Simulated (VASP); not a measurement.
Write the native input for VASP 6.6.1 that does the following.

* Task: single point
* Functional: r2SCAN
* Potentials or basis: VASP PAW PBE potentials, release 64 (Be, S)
* Cutoff: 520 eV
* k mesh: 8 × 8 × 8
* Occupations: gaussian, width 0.02 eV
* Spin: no spin polarisation
* Dipole correction: no
* Further INCAR settings: ALGO = Normal; EDIFF = 1e-07; NBANDS = 11

BeS:

```
Be S
1.0
     0.00000    2.43807    2.43807
     2.43807    0.00000    2.43807
     2.43807    2.43807    0.00000
Be S
1 1
Direct
  0.00000 0.00000 0.00000
  0.75000 0.75000 0.75000
```

The input as run:

POSCAR

```
BeS
1.0
    0.0000000000      2.4380675047      2.4380675047
    2.4380675047      0.0000000000      2.4380675047
    2.4380675047      2.4380675047      0.0000000000
Be S
1 1
Direct
    0.0000000000      0.0000000000      0.0000000000
    0.7500000000      0.7500000000      0.7500000000
```

INCAR.step1

```
PREC = Accurate
ENCUT = 520
ISMEAR = 0
SIGMA = 0.02
LREAL = F
LASPH = T
NELM = 60
NBANDS = 11
GGA = PE
ALGO = Normal
EDIFF = 1E-4
LWAVE = T
LCHARG = F
```

INCAR.step2

```
PREC = Accurate
ENCUT = 520
EDIFF = 1E-7
ISMEAR = 0
SIGMA = 0.02
LREAL = F
LASPH = T
NELM = 60
ALGO = Normal
ISIF = 2
LWAVE = F
LCHARG = F
METAGGA = R2SCAN
LMIXTAU = T
NBANDS = 11
ISTART = 1
```

KPOINTS

```
Automatic mesh
0
Gamma
  8 8 8
```

Potentials or basis: VASP PAW PBE potentials, release 64 (Be, S).

The run is started by

```sh
$ cat potpaw_PBE.64/Be/POTCAR potpaw_PBE.64/S/POTCAR > POTCAR
$ cp INCAR.step1 INCAR
$ mpirun -np 1 vasp_std > vasp.out
$ cp INCAR.step2 INCAR
$ mpirun -np 1 vasp_std > vasp.out
```

It gave:

```json
{"Pressure": "-0.2 GPa", "Band gap on the k mesh": "3.61 eV (least direct gap 6.27 eV)"}
```

Caveat: the PAW data sets were made with another functional, which shifts forces and pressure a little.

Wall time 41 s on 1 thread of AMD EPYC 7R13 Processor (Zen 3) (shared host), peak memory 0.13 GiB.
